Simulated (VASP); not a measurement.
# TiC (Fm-3m) in VASP: a series of runs, part 2 of 2

VASP 6.6.1.

### Step 3. Single point, r2SCAN (10.44 Å³/atom)

This run uses another cell than the first one, of 10.44 Å³/atom.

File POSCAR:

```
TiC
1.0
    0.0000000000      2.1853324151      2.1853324151
    2.1853324151      0.0000000000      2.1853324151
    2.1853324151      2.1853324151      0.0000000000
Ti C
1 1
Direct
    0.0000000000      0.0000000000      0.0000000000
    0.5000000000      0.5000000000      0.5000000000
```

File INCAR.step1:

```
SYSTEM = TiC
PREC = Accurate
ENCUT = 520
ISMEAR = 0
SIGMA = 0.1
LREAL = .FALSE.
LASPH = .TRUE.
NELM = 80
NBANDS = 15
GGA = PE
ALGO = Normal
EDIFF = 1E-4
LWAVE = .TRUE.
LCHARG = .FALSE.
```

File INCAR.step2:

```
SYSTEM = TiC
PREC = Accurate
ENCUT = 520
EDIFF = 1E-7
ISMEAR = 0
SIGMA = 0.1
LREAL = .FALSE.
LASPH = .TRUE.
NELM = 80
ALGO = Normal
ISIF = 2
LWAVE = .FALSE.
LCHARG = .TRUE.
METAGGA = R2SCAN
LMIXTAU = .TRUE.
LELF = .TRUE.
LVHAR = .TRUE.
NBANDS = 15
ISTART = 1
```

File KPOINTS:

```
regular mesh
0
G
  16 16 16
  0 0 0
```

Potentials or basis: VASP PAW PBE potentials, release 64 (Ti_sv, C).

Run with:

```bash
$ cat potpaw_PBE.64/Ti_sv/POTCAR potpaw_PBE.64/C/POTCAR > POTCAR
$ cp INCAR.step1 INCAR
$ mpirun -np 1 vasp_std > vasp.out
$ cp INCAR.step2 INCAR
$ mpirun -np 1 vasp_std > vasp.out
```

OUTCAR:

```text
SYSTEM = TiC
   PREC = Accurate
   ENCUT = 520
   EDIFF = 1E-7
   ISMEAR = 0
   LREAL = .FALSE.
   LASPH = .TRUE.
   NELM = 80
   ISIF = 2
   METAGGA = R2SCAN
   ISTART = 1

 ion  position               nearest neighbor table
   1  0.000  0.000  0.000-   2 2.19   2 2.19   2 2.19   2 2.19   2 2.19   2 2.19
   2  0.500  0.500  0.500-   1 2.19   1 2.19   1 2.19   1 2.19   1 2.19   1 2.19

  LATTYP: Found a face centered cubic cell.
 ALAT       =     4.3706648302

  Lattice vectors:

 A1 = (   0.0000000000,   2.1853324151,   2.1853324151)
 A2 = (   2.1853324151,   0.0000000000,   2.1853324151)
 A3 = (   2.1853324151,   2.1853324151,   0.0000000000)

Analysis of symmetry for initial positions (statically):
=====================================================================
 Subroutine PRICEL returns:
 Original cell was already a primitive cell.

 Routine SETGRP: Setting up the symmetry group for a
 face centered cubic supercell.

 Subroutine GETGRP returns: Found 48 space group operations
 (whereof 48 operations were pure point group operations)
 out of a pool of 48 trial point group operations.

The static configuration has the point symmetry O_h .

Analysis of symmetry for dynamics (positions and initial velocities):
=====================================================================
 Subroutine PRICEL returns:
 Original cell was already a primitive cell.

 Routine SETGRP: Setting up the symmetry group for a
 face centered cubic supercell.

 Subroutine GETGRP returns: Found 48 space group operations
 (whereof 48 operations were pure point group operations)
 out of a pool of 48 trial point group operations.

The dynamic configuration has the point symmetry O_h .

 Subroutine INISYM returns: Found 48 space group operations
 (whereof 48 operations are pure point group operations),
 and found     1 'primitive' translations

----------------------------------------------------------------------------------------

                                     Primitive cell

  volume of cell :      20.8729

  direct lattice vectors                    reciprocal lattice vectors
     0.000000000  2.185332415  2.185332415    -0.228798144  0.228798144  0.228798144
     2.185332415  0.000000000  2.185332415     0.228798144 -0.228798144  0.228798144
     2.185332415  2.185332415  0.000000000     0.228798144  0.228798144 -0.228798144

  length of vectors
     3.090526740  3.090526740  3.090526740     0.396290010  0.396290010  0.396290010

  position of ions in fractional coordinates (direct lattice)
     0.000000000  0.000000000  0.000000000
     0.500000000  0.500000000  0.500000000

  ion indices of the primitive-cell ions
   primitive index   ion index
                 1           1
                 2           2

----------------------------------------------------------------------------------------

 KPOINTS: regular mesh

Automatic generation of k-mesh.
 Grid dimensions read from file:
 generate k-points for:   16   16   16

 Generating k-lattice:

  Cartesian coordinates                     Fractional coordinates (reciprocal lattice)
[... 41 lines left out ...]
 [... further k-points ...]
   k-points           NKPTS =    145   k-points in BZ     NKDIM =    145   number of bands    NBANDS=     15
   number of dos      NEDOS =    301   number of ions     NIONS =      2
   total plane-waves  NPLWV =  13824
   dimension x,y,z NGX =    24 NGY =   24 NGZ =   24
   dimension x,y,z NGXF=    48 NGYF=   48 NGZF=   48
   ions per type =               1   1
   NGX,Y,Z   is equivalent  to a cutoff of  12.91, 12.91, 12.91 a.u.
   NGXF,Y,Z  is equivalent  to a cutoff of  25.82, 25.82, 25.82 a.u.
 SYSTEM =  TiC
   PREC   = accura    normal or accurate (medium, high low for compatibility)
   ISTART =      1    job   : 0-new  1-cont  2-samecut
   ICHARG =      0    charge: 1-file 2-atom 10-const
   ISPIN  =      1    spin polarized calculation?
   LNONCOLLINEAR =      F non collinear calculations
   LSORBIT =      F    spin-orbit coupling
   LASPH  =      T    aspherical Exc in radial PAW
   ENCUT  =  520.0 eV  38.22 Ry    6.18 a.u.   5.75  5.75  5.75*2*pi/ulx,y,z
   NELM   =     80;   NELMIN=  2; NELMDL=  0     # of ELM steps
   EDIFF  = 0.1E-06   stopping-criterion for ELM
   LREAL  =      F    real-space projection
   EDIFFG = 0.1E-05   stopping-criterion for IOM
   NSW    =      0    number of steps for IOM
   IBRION =     -1    ionic relax: 0-MD 1-quasi-New 2-CG
   NFREE  =      0    steps in history (QN), initial steepest desc. (CG)
   ISIF   =      2    stress and relaxation
   ISYM   =      2    0-nonsym 1-usesym 2-fastsym
   POTIM  = 0.5000    time-step for ionic-motion
   TEBEG  =    0.0;   TEEND  =   0.0 temperature during run
   PSTRESS=    0.0 pullay stress
   NELECT =      16.0000    total number of electrons
   NUPDOWN=      -1.0000    fix difference up-down
   EMIN   =  10.00;   EMAX   =-10.00  energy-range for DOS
   EFERMI =   0.00;   METHOD = LEGACY
   ISMEAR =     0;   SIGMA  =   0.10  broadening in eV -4-tet -1-fermi 0-gaus
   EFERMI_NEDOS =   21; number of points for ismear=-14 and -15
   IALGO  =     38    algorithm
   IMIX   =      4    mixing-type and parameters
     AMIX     =   0.40;   BMIX     =  1.00
     AMIX_MAG =   1.60;   BMIX_MAG =  1.00
  volume/ion in A,a.u.               =      10.44        70.43
  Fermi-wavevector in a.u.,A,eV,Ry     =   1.498260  2.831302 30.542146  2.244784
  Thomas-Fermi vector in A             =   2.610042
   LORBIT       =      0    0 simple, 1 ext, 2 COOP (PROOUT), +10 PAW based schemes
   METAGGA = R2SCAN    functional components
   LHFCALC =     F    Hartree Fock is set to
   AEXX    =    0.0000 exact exchange contribution
   IVDW    =     0    specifies the selected vdW correction
   LEPSILON=     F    determine dielectric tensor
   LRPA    =     F    only Hartree local field effects (RPA)
 non-spin polarized calculation
 Gauss-broadening in eV      SIGMA  =   0.10
  energy-cutoff  :      520.00
  volume of cell :       20.87
 maximum number of plane-waves:       588
   NGX = 11   NGY = 11   NGZ = 11

 number of electron      15.9999996 magnetization

 Free energy of the ion-electron system (eV)
  ---------------------------------------------------
  ext. energy  EPLUGINS =         0.00000000
  ---------------------------------------------------
  free energy    TOTEN  =       -24.85863345 eV

  energy without entropy =      -24.85661731  energy(sigma->0) =      -24.85762538

 E-fermi :   9.1715     XC(G=0): -13.4324

 val. band max:        9.1501607429   @ k =   0.4375   0.3750   0.0000
 cond. band min:       9.1887819582   @ k =   0.1250   0.0625   0.0000
 fundamental gap:      0.0386212153
 Fermi energy:         9.1714627672

 k-point     1 :       0.0000    0.0000    0.0000
  band No.  band energies     occupation
      1     -49.8904      2.00000
      2     -24.8809      2.00000
      3     -24.8808      2.00000
      4     -24.8808      2.00000
      5      -3.9026      2.00000
      6      10.0239      0.00000
      7      10.0239      0.00000
      8      10.0239      0.00000
      9      10.8057      0.00000
     10      10.8057      0.00000
     11      10.8057      0.00000
     12      10.8287      0.00000
     13      10.8287      0.00000
     14      19.9628      0.00000
[... 401 lines left out ...]
      2     -24.9243      2.00000
      3     -24.8928      2.00000
      4     -24.8818      2.00000
      5      -3.6718      2.00000
      6       8.9343      1.99920
      7       9.0473      1.92079
      8       9.2235      0.46154
      9      10.1347      0.00000
     10      10.6056      0.00000
     11      11.4766      0.00000
     12      11.9931      0.00000
     13      12.8567      0.00000
     14      20.4059      0.00000
     15      23.8783      0.00000

 [... further k-points ...]

------------------------ aborting loop because EDIFF is reached ----------------------------------------

  FORCE on cell =-STRESS in cart. coord.  units (eV):
  Direction    XX          YY          ZZ          XY          YZ          ZX
  --------------------------------------------------------------------------------------
  -------------------------------------------------------------------------------------
  Total       -0.8355303     -0.8355303     -0.8355303      0.0000000      0.0000000      0.0000000
  in kB      -64.1342846    -64.1342846    -64.1342846      0.0000000      0.0000000      0.0000000
  external PRESSURE =     -64.1342846 kB  Pullay stress =       0.0000000 kB

 VOLUME and BASIS-vectors are now :
 -----------------------------------------------------------------------------
  energy-cutoff  :      520.00
  volume of cell :       20.87
      direct lattice vectors                 reciprocal lattice vectors
     0.000000000  2.185332415  2.185332415    -0.228798144  0.228798144  0.228798144
     2.185332415  0.000000000  2.185332415     0.228798144 -0.228798144  0.228798144
     2.185332415  2.185332415  0.000000000     0.228798144  0.228798144 -0.228798144

 POSITION                                       TOTAL-FORCE (eV/Angst)
 -----------------------------------------------------------------------------------
      0.00000      0.00000      0.00000        -0.000000     -0.000000     -0.000000
      2.18533      2.18533      2.18533         0.000000      0.000000      0.000000
 -----------------------------------------------------------------------------------
    total drift:                                0.000000     -0.000000     -0.000000

  FREE ENERGIE OF THE ION-ELECTRON SYSTEM (eV)
  ---------------------------------------------------
  free  energy   TOTEN  =       -24.8586334546 eV

  energy  without entropy=      -24.8566173085  energy(sigma->0) =      -24.85762538
```

Run time: 4.7 min. Hardware: 1 thread of Intel Xeon 8259CL, shared host; peak memory 0.18 GiB.

What came out:

```
Free energy            : -24.8586 eV
Pressure               : -6.4 GPa
Band gap on the k mesh : zero (bands 8 and 9 overlap by 1.30 eV)
```

Caveat: the cell stands under tension; the PAW data sets were made with another functional, which shifts forces and pressure a little.

### Step 4. Single point, r2SCAN (10.74 Å³/atom)

This run uses another cell than the first one, of 10.74 Å³/atom.

File POSCAR:

```
TiC
1.0
    0.0000000000      2.2063465159      2.2063465159
    2.2063465159      0.0000000000      2.2063465159
    2.2063465159      2.2063465159      0.0000000000
Ti C
1 1
Direct
    0.0000000000      0.0000000000      0.0000000000
    0.5000000000      0.5000000000      0.5000000000
```

File INCAR.step1:

```
  PREC = Accurate
  ENCUT = 520
  ISMEAR = 0
  SIGMA = 0.1
  LREAL = False
  LASPH = True
  NELM = 60
  NBANDS = 15
  GGA = PE
  ALGO = Normal
  EDIFF = 1E-4
  LWAVE = True
  LCHARG = False
```

File INCAR.step2:

```
  PREC = Accurate
  ENCUT = 520
  EDIFF = 1E-6
  ISMEAR = 0
  SIGMA = 0.1
  LREAL = False
  LASPH = True
  NELM = 60
  ALGO = Normal
  ISIF = 2
  LWAVE = False
  LCHARG = False
  METAGGA = R2SCAN
  LMIXTAU = True
  NBANDS = 15
  ISTART = 1
```

File KPOINTS:

```
regular mesh
0
Gamma
  16 16 16
```

Potentials or basis: VASP PAW PBE potentials, release 64 (Ti_sv, C).

Run with:

```bash
$ cat potpaw_PBE.64/Ti_sv/POTCAR potpaw_PBE.64/C/POTCAR > POTCAR
$ cp INCAR.step1 INCAR
$ mpirun -np 1 vasp_std > vasp.out
$ cp INCAR.step2 INCAR
$ mpirun -np 1 vasp_std > vasp.out
```

OUTCAR:

```text
PREC = Accurate
   ENCUT = 520
   EDIFF = 1E-6
   ISMEAR = 0
   LREAL = False
   LASPH = True
   NELM = 60
   ISIF = 2
   METAGGA = R2SCAN
   ISTART = 1

 ion  position               nearest neighbor table
   1  0.000  0.000  0.000-   2 2.21   2 2.21   2 2.21   2 2.21   2 2.21   2 2.21
   2  0.500  0.500  0.500-   1 2.21   1 2.21   1 2.21   1 2.21   1 2.21   1 2.21

  LATTYP: Found a face centered cubic cell.
 ALAT       =     4.4126930318

  Lattice vectors:

 A1 = (   0.0000000000,   2.2063465159,   2.2063465159)
 A2 = (   2.2063465159,   0.0000000000,   2.2063465159)
 A3 = (   2.2063465159,   2.2063465159,   0.0000000000)

Analysis of symmetry for initial positions (statically):
=====================================================================
 Subroutine PRICEL returns:
 Original cell was already a primitive cell.

 Routine SETGRP: Setting up the symmetry group for a
 face centered cubic supercell.

 Subroutine GETGRP returns: Found 48 space group operations
 (whereof 48 operations were pure point group operations)
 out of a pool of 48 trial point group operations.

The static configuration has the point symmetry O_h .

Analysis of symmetry for dynamics (positions and initial velocities):
[... 177 lines left out ...]
     10      10.4358      0.00000
     11      10.4419      0.00000
     12      10.4419      0.00000
     13      10.4419      0.00000
     14      19.2125      0.00000
[... 401 lines left out ...]
      2     -25.3503      2.00000
      3     -25.3222      2.00000
      4     -25.3124      2.00000
      5      -3.8696      2.00000
      6       8.6134      1.99895
      7       8.7241      1.91322
      8       8.9044      0.40197
      9       9.7858      0.00000
     10      10.2309      0.00000
     11      11.0898      0.00000
     12      11.5703      0.00000
     13      12.4133      0.00000
     14      19.6620      0.00000
     15      23.3954      0.00000

 [... further k-points ...]

------------------------ aborting loop because EDIFF is reached ----------------------------------------

  FORCE on cell =-STRESS in cart. coord.  units (eV):
  Direction    XX          YY          ZZ          XY          YZ          ZX
  --------------------------------------------------------------------------------------
  -------------------------------------------------------------------------------------
  Total       -1.7122930     -1.7122930     -1.7122930      0.0000000      0.0000000      0.0000000
  in kB     -127.7137045   -127.7137045   -127.7137045      0.0000000      0.0000000      0.0000000
  external PRESSURE =    -127.7137045 kB  Pullay stress =       0.0000000 kB

 VOLUME and BASIS-vectors are now :
 -----------------------------------------------------------------------------
  energy-cutoff  :      520.00
  volume of cell :       21.48
      direct lattice vectors                 reciprocal lattice vectors
     0.000000000  2.206346516  2.206346516    -0.226618981  0.226618981  0.226618981
     2.206346516  0.000000000  2.206346516     0.226618981 -0.226618981  0.226618981
     2.206346516  2.206346516  0.000000000     0.226618981  0.226618981 -0.226618981

 POSITION                                       TOTAL-FORCE (eV/Angst)
 -----------------------------------------------------------------------------------
      0.00000      0.00000      0.00000         0.000000      0.000000     -0.000000
      2.20635      2.20635      2.20635        -0.000000     -0.000000      0.000000
 -----------------------------------------------------------------------------------
    total drift:                                0.000000     -0.000000     -0.000000

  FREE ENERGIE OF THE ION-ELECTRON SYSTEM (eV)
  ---------------------------------------------------
  free  energy   TOTEN  =       -24.8223840923 eV

  energy  without entropy=      -24.8203772810  energy(sigma->0) =      -24.82138069
```

OUTCAR.step1:

```text
PREC = Accurate
   ENCUT = 520
   ISMEAR = 0
   LREAL = False
   LASPH = True
[... 653 lines left out ...]
      0.00000      0.00000      0.00000        -0.000000      0.000000      0.000000
      2.20635      2.20635      2.20635         0.000000      0.000000      0.000000
 -----------------------------------------------------------------------------------
    total drift:                                0.000000     -0.000000     -0.000000

  FREE ENERGIE OF THE ION-ELECTRON SYSTEM (eV)
  ---------------------------------------------------
  free  energy   TOTEN  =       -18.6659460529 eV

  energy  without entropy=      -18.6638086108  energy(sigma->0) =      -18.66487733
```

Run time: 4.1 min. Hardware: 1 thread of Intel Xeon 8259CL, shared host; peak memory 0.18 GiB.

What came out:

```
Free energy            : -24.8224 eV
Pressure               : -12.8 GPa
Band gap on the k mesh : zero (bands 8 and 9 overlap by 1.28 eV)
```

Levels at points of the mesh, in eV from the Fermi level:
```tsv
k point	band 6	band 7	band 8	band 9	band 10	band 11
(0.00, 0.00, 0.00)	0.83	0.83	0.83	1.59	1.59	1.60
(0.50, 0.00, 0.00)	-5.83	-2.95	-2.95	2.91	2.91	4.05
(0.50, 0.50, 0.00)	-3.63	-1.35	-0.19	-0.19	2.52	3.49
```

Caveat: the cell stands under tension; the PAW data sets were made with another functional, which shifts forces and pressure a little.

### Step 5. Summary

```csv
cell,gap on the mesh (eV),pressure (GPa)
"a = 3.029 Å, angles 60.0°, 2 atoms",none,9.5
"a = 3.091 Å, angles 60.0°, 2 atoms",none,-6.4
"a = 3.120 Å, angles 60.0°, 2 atoms",none,-12.8
```

Alike in all rows: task single point; level r2SCAN; potentials or basis VASP PAW PBE potentials, release 64 (Ti_sv, C); no spin polarisation; k mesh 16 × 16 × 16; cutoff (eV) 520; smearing gaussian 0.1 eV.

Caveats: the PAW data sets were made with another functional, which shifts forces and pressure a little; the cell stands under tension (at least some runs); the cell stands under pressure (at least some runs).

Total energies depend on the potentials used, so only differences within one code and one set of settings carry meaning.
